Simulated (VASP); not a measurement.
Input of a VASP 6.6.1 run:

The input INCAR:

```
SYSTEM = HgTe
ALGO = Normal
EDIFF = 1E-6
ENCUT = 520
ISIF = 2
ISMEAR = -1
LASPH = .True.
LCHARG = .False.
LREAL = .False.
LWAVE = .False.
NBANDS = 16
NELM = 100
PREC = Accurate
SIGMA = 0.03
```

Contents of KPOINTS:

```
k-points
0
Gamma
  11 11 11
  0 0 0
```

The input POSCAR:

```
HgTe
1.0
    0.0000000000      3.2235000000      3.2235000000
    3.2235000000      0.0000000000      3.2235000000
    3.2235000000      3.2235000000      0.0000000000
Hg Te
1 1
Direct
    0.0000000000      0.0000000000      0.0000000000
    0.7500000000      0.7500000000      0.7500000000
```

Potentials or basis: VASP PAW LDA potentials, release 64 (Hg, Te).

Command:

```sh
$ cat potpaw_LDA.64/Hg/POTCAR potpaw_LDA.64/Te/POTCAR > POTCAR
$ mpirun -np 1 vasp_std > vasp.out
```

Task: Predict the band gap on the k mesh.

Result: Zero (filled and empty bands touch).

Task: What does it give for the pressure?

Result: 0.0 GPa.

Caveat: spin-orbit coupling is left out, which moves the levels of the heavy elements.
